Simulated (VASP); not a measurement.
# TaBi (rocksalt type) (Fm-3m) in VASP: a series of runs, part 2 of 3

VASP 6.6.1.

### 3 Single point, LDA

INCAR

```
  PREC = Accurate
  ENCUT = 520
  EDIFF = 1E-6
  ISMEAR = -1
  SIGMA = 0.08
  LREAL = F
  LASPH = T
  NELM = 80
  ALGO = Normal
  ISIF = 2
  LWAVE = F
  LCHARG = F
  GGA = CA
  NBANDS = 20
```

KPOINTS

```
Automatic mesh
0
Gamma
  11 11 11
```

POSCAR

```
TaBi
1.0
    0.0000000000      2.8023731453      2.8023731453
    2.8023731453      0.0000000000      2.8023731453
    2.8023731453      2.8023731453      0.0000000000
Ta Bi
1 1
Direct
    0.0000000000      0.0000000000      0.0000000000
    0.5000000000      0.5000000000      0.5000000000
```

Potentials or basis: VASP PAW LDA potentials, release 64 (Ta_pv, Bi_d).

Run with:

```bash
$ cat potpaw_LDA.64/Ta_pv/POTCAR potpaw_LDA.64/Bi_d/POTCAR > POTCAR
$ mpirun -np 1 vasp_std > vasp.out
```

OUTCAR:

```text
PREC = Accurate
   ENCUT = 520
   EDIFF = 1E-6
   ISMEAR = -1
   LREAL = F
   LASPH = T
   NELM = 80
   ISIF = 2
   GGA = CA

 ion  position               nearest neighbor table
   1  0.000  0.000  0.000-   2 2.80   2 2.80   2 2.80   2 2.80   2 2.80   2 2.80
   2  0.500  0.500  0.500-   1 2.80   1 2.80   1 2.80   1 2.80   1 2.80   1 2.80

  LATTYP: Found a face centered cubic cell.
 ALAT       =     5.6047462906

  Lattice vectors:

 A1 = (   0.0000000000,   2.8023731453,   2.8023731453)
 A2 = (   2.8023731453,   0.0000000000,   2.8023731453)
 A3 = (   2.8023731453,   2.8023731453,   0.0000000000)

Analysis of symmetry for initial positions (statically):
=====================================================================
 Subroutine PRICEL returns:
 Original cell was already a primitive cell.

 Routine SETGRP: Setting up the symmetry group for a
 face centered cubic supercell.

 Subroutine GETGRP returns: Found 48 space group operations
 (whereof 48 operations were pure point group operations)
 out of a pool of 48 trial point group operations.

The static configuration has the point symmetry O_h .

Analysis of symmetry for dynamics (positions and initial velocities):
=====================================================================
 Subroutine PRICEL returns:
 Original cell was already a primitive cell.

 Routine SETGRP: Setting up the symmetry group for a
 face centered cubic supercell.

 Subroutine GETGRP returns: Found 48 space group operations
 (whereof 48 operations were pure point group operations)
 out of a pool of 48 trial point group operations.

The dynamic configuration has the point symmetry O_h .

 Subroutine INISYM returns: Found 48 space group operations
 (whereof 48 operations are pure point group operations),
 and found     1 'primitive' translations

----------------------------------------------------------------------------------------

                                     Primitive cell

  volume of cell :      44.0157

  direct lattice vectors                    reciprocal lattice vectors
     0.000000000  2.802373145  2.802373145    -0.178420208  0.178420208  0.178420208
     2.802373145  0.000000000  2.802373145     0.178420208 -0.178420208  0.178420208
     2.802373145  2.802373145  0.000000000     0.178420208  0.178420208 -0.178420208

  length of vectors
     3.963154109  3.963154109  3.963154109     0.309032866  0.309032866  0.309032866

  position of ions in fractional coordinates (direct lattice)
     0.000000000  0.000000000  0.000000000
     0.500000000  0.500000000  0.500000000

  ion indices of the primitive-cell ions
   primitive index   ion index
                 1           1
                 2           2

----------------------------------------------------------------------------------------

 KPOINTS: Automatic mesh

Automatic generation of k-mesh.
 Grid dimensions read from file:
 generate k-points for:   11   11   11

 Generating k-lattice:

  Cartesian coordinates                     Fractional coordinates (reciprocal lattice)
    -0.016220019  0.016220019  0.016220019     0.090909091  0.000000000  0.000000000
     0.016220019 -0.016220019  0.016220019     0.000000000  0.090909091  0.000000000
     0.016220019  0.016220019 -0.016220019     0.000000000  0.000000000  0.090909091

  Length of vectors
     0.028093897  0.028093897  0.028093897

  Shift w.r.t. Gamma in fractional coordinates (k-lattice)
     0.000000000  0.000000000  0.000000000

 Subroutine IBZKPT returns following result:
 ===========================================

 Found     56 irreducible k-points:

 Following reciprocal coordinates:
            Coordinates               Weight
  0.000000  0.000000  0.000000      1.000000
  0.090909  0.000000  0.000000      8.000000
  0.181818  0.000000  0.000000      8.000000
  0.272727  0.000000  0.000000      8.000000
  0.363636  0.000000  0.000000      8.000000
  0.454545  0.000000  0.000000      8.000000
[... 16 lines left out ...]
 -0.272727  0.181818  0.000000     24.000000
 -0.181818  0.181818  0.000000     12.000000
 [... further k-points ...]
   k-points           NKPTS =     56   k-points in BZ     NKDIM =     56   number of bands    NBANDS=     20
   number of dos      NEDOS =    301   number of ions     NIONS =      2
   total plane-waves  NPLWV =  27000
   dimension x,y,z NGX =    30 NGY =   30 NGZ =   30
   dimension x,y,z NGXF=    60 NGYF=   60 NGZF=   60
   ions per type =               1   1
   NGX,Y,Z   is equivalent  to a cutoff of  12.58, 12.58, 12.58 a.u.
   NGXF,Y,Z  is equivalent  to a cutoff of  25.17, 25.17, 25.17 a.u.
 SYSTEM =  unknown system
   PREC   = accura    normal or accurate (medium, high low for compatibility)
   ISTART =      0    job   : 0-new  1-cont  2-samecut
   ICHARG =      2    charge: 1-file 2-atom 10-const
   ISPIN  =      1    spin polarized calculation?
   LNONCOLLINEAR =      F non collinear calculations
   LSORBIT =      F    spin-orbit coupling
   LASPH  =      T    aspherical Exc in radial PAW
   ENCUT  =  520.0 eV  38.22 Ry    6.18 a.u.   7.37  7.37  7.37*2*pi/ulx,y,z
   NELM   =     80;   NELMIN=  2; NELMDL= -5     # of ELM steps
   EDIFF  = 0.1E-05   stopping-criterion for ELM
   LREAL  =      F    real-space projection
   EDIFFG = 0.1E-04   stopping-criterion for IOM
   NSW    =      0    number of steps for IOM
   IBRION =     -1    ionic relax: 0-MD 1-quasi-New 2-CG
   NFREE  =      0    steps in history (QN), initial steepest desc. (CG)
   ISIF   =      2    stress and relaxation
   ISYM   =      2    0-nonsym 1-usesym 2-fastsym
   POTIM  = 0.5000    time-step for ionic-motion
   TEBEG  =    0.0;   TEEND  =   0.0 temperature during run
   PSTRESS=    0.0 pullay stress
   NELECT =      26.0000    total number of electrons
   NUPDOWN=      -1.0000    fix difference up-down
   EMIN   =  10.00;   EMAX   =-10.00  energy-range for DOS
   EFERMI =   0.00;   METHOD = LEGACY
   ISMEAR =    -1;   SIGMA  =   0.08  broadening in eV -4-tet -1-fermi 0-gaus
   EFERMI_NEDOS =   21; number of points for ismear=-14 and -15
   IALGO  =     38    algorithm
   IMIX   =      4    mixing-type and parameters
     AMIX     =   0.40;   BMIX     =  1.00
     AMIX_MAG =   1.60;   BMIX_MAG =  1.00
  volume/ion in A,a.u.               =      22.01       148.52
  Fermi-wavevector in a.u.,A,eV,Ry     =   1.373610  2.595746 25.671518  1.886803
  Thomas-Fermi vector in A             =   2.499111
   LORBIT       =      0    0 simple, 1 ext, 2 COOP (PROOUT), +10 PAW based schemes
   GGA     = CA    functional components
   LHFCALC =     F    Hartree Fock is set to
   AEXX    =    0.0000 exact exchange contribution
   IVDW    =     0    specifies the selected vdW correction
   LEPSILON=     F    determine dielectric tensor
   LRPA    =     F    only Hartree local field effects (RPA)
 non-spin polarized calculation
  energy-cutoff  :      520.00
  volume of cell :       44.02
 maximum number of plane-waves:      1243
 NGX is ok and might be reduce to    30

 number of electron      26.0000004 magnetization

 Free energy of the ion-electron system (eV)
  ---------------------------------------------------
  ext. energy  EPLUGINS =         0.00000000
  ---------------------------------------------------
  free energy    TOTEN  =       -15.28423416 eV

  energy without entropy =      -15.23727023  energy(sigma->0) =      -15.26075220

 E-fermi :   8.8392     XC(G=0): -11.9250

 val. band max:        8.8140077497   @ k =  -0.2727   0.2727   0.0000
 cond. band min:       8.8400996759   @ k =  -0.2727   0.4545   0.1818
 fundamental gap:      0.0260919262
 Fermi energy:         8.8392427329

 k-point     1 :       0.0000    0.0000    0.0000
  band No.  band energies     occupation
      1     -26.3057      2.00000
      2     -26.3057      2.00000
      3     -26.3057      2.00000
      4     -14.4545      2.00000
      5     -14.4545      2.00000
      6     -14.3233      2.00000
[... 12 lines left out ...]
     19      14.6858      0.00000
     20      19.6244      0.00000

 k-point     2 :       0.0909    0.0000    0.0000
  band No.  band energies     occupation
      1     -26.3114      2.00000
      2     -26.3075      2.00000
      3     -26.3075      2.00000
      4     -14.4474      2.00000
      5     -14.4474      2.00000
      6     -14.3213      2.00000
[... 498 lines left out ...]
 k-point    24 :      -0.1818    0.1818    0.0000
  band No.  band energies     occupation
      1     -26.3483      2.00000
      2     -26.3214      2.00000
      3     -26.3205      2.00000
      4     -14.4246      2.00000
      5     -14.3840      2.00000
      6     -14.3100      2.00000
[... 12 lines left out ...]
     19      16.2918      0.00000
     20      16.9719      0.00000

 [... further k-points ...]
[... 5 lines left out ...]
  --------------------------------------------------------------------------------------
  -------------------------------------------------------------------------------------
  Total        1.9520692      1.9520692      1.9520692     -0.0000000     -0.0000000      0.0000000
  in kB       71.0555343     71.0555343     71.0555343     -0.0000000     -0.0000000      0.0000000
  external PRESSURE =      71.0555343 kB  Pullay stress =       0.0000000 kB

 VOLUME and BASIS-vectors are now :
 -----------------------------------------------------------------------------
  energy-cutoff  :      520.00
  volume of cell :       44.02
      direct lattice vectors                 reciprocal lattice vectors
     0.000000000  2.802373145  2.802373145    -0.178420208  0.178420208  0.178420208
     2.802373145  0.000000000  2.802373145     0.178420208 -0.178420208  0.178420208
     2.802373145  2.802373145  0.000000000     0.178420208  0.178420208 -0.178420208

 POSITION                                       TOTAL-FORCE (eV/Angst)
 -----------------------------------------------------------------------------------
      0.00000      0.00000      0.00000         0.000000     -0.000000      0.000000
      2.80237      2.80237      2.80237        -0.000000      0.000000      0.000000
 -----------------------------------------------------------------------------------
    total drift:                                0.000000      0.000000      0.000000

  FREE ENERGIE OF THE ION-ELECTRON SYSTEM (eV)
  ---------------------------------------------------
  free  energy   TOTEN  =       -15.2842341584 eV

  energy  without entropy=      -15.2372702333  energy(sigma->0) =      -15.26075220
```

stdout:

```text
POSCAR found type information on POSCAR TaBi
 POSCAR found :  2 types and       2 ions
 scaLAPACK will be used
 LDA part: xc-table for (Slater(with rela. corr.)+CA(PZ))
 , standard interpolation
 POSCAR, INCAR and KPOINTS ok, starting setup
 FFT: planning ... GRIDC
 FFT: planning ... GRID_SOFT
 FFT: planning ... GRID
 WAVECAR not read
 entering main loop
```

Run time: 17 s. Hardware: 1 thread of Intel Xeon 6975P-C (Granite Rapids), shared host; peak memory 0.18 GiB.

Results:

```yaml
Free_energy: -15.2842 eV
Pressure: 7.1 GPa
Band_gap_on_the_k_mesh: zero (band 13 reaches 9.15 eV, above the bottom of band 14 at 8.09 eV)
```

Levels at points of the mesh, in eV from the Fermi level:
| k point | band 9 | band 10 | band 11 | band 12 | band 13 | band 14 | band 15 | band 16 | band 17 | band 18 |
| --- | --- | --- | --- | --- | --- | --- | --- | --- | --- | --- |
| (0.00, 0.00, 0.00) | -13.98 | -1.12 | -1.12 | -1.12 | -0.26 | -0.26 | 0.91 | 0.91 | 0.91 | 3.66 |

Caveat: spin-orbit coupling is left out, which moves the levels of the heavy elements.

### 4 Single point, LDA

INCAR

```
PREC = Accurate ; ENCUT = 520
EDIFF = 1E-6 ; ISMEAR = 1
SIGMA = 0.05 ; LREAL = F
LASPH = T ; NELM = 60
ALGO = Normal ; ISIF = 2
LWAVE = F ; LCHARG = F
GGA = CA ; NBANDS = 20
```

KPOINTS is that of step 3.

POSCAR is that of step 3.

Run with:

```bash
$ cat potpaw_LDA.64/Ta_pv/POTCAR potpaw_LDA.64/Bi_d/POTCAR > POTCAR
$ mpirun -np 1 vasp_std > vasp.out
```

Wall time 32 s (1 thread of Intel Xeon Platinum 8259CL at 2.50GHz (Skylake/Cascade Lake), shared host); peak memory 0.18 GiB.

Results (log left out):

```yaml
Free_energy: -15.2604 eV
Pressure: 7.0 GPa
Band_gap_on_the_k_mesh: zero (band 13 reaches 9.14 eV, above the bottom of band 14 at 8.08 eV)
```

Levels at points of the mesh, in eV from the Fermi level:
```
           k point  band 11  band 12  band 13  band 14  band 15  band 16
(0.00, 0.00, 0.00)    -1.11    -1.11    -0.25    -0.25     0.93     0.93
```

Caveat: spin-orbit coupling is left out, which moves the levels of the heavy elements.

[end of part 2 of 3]
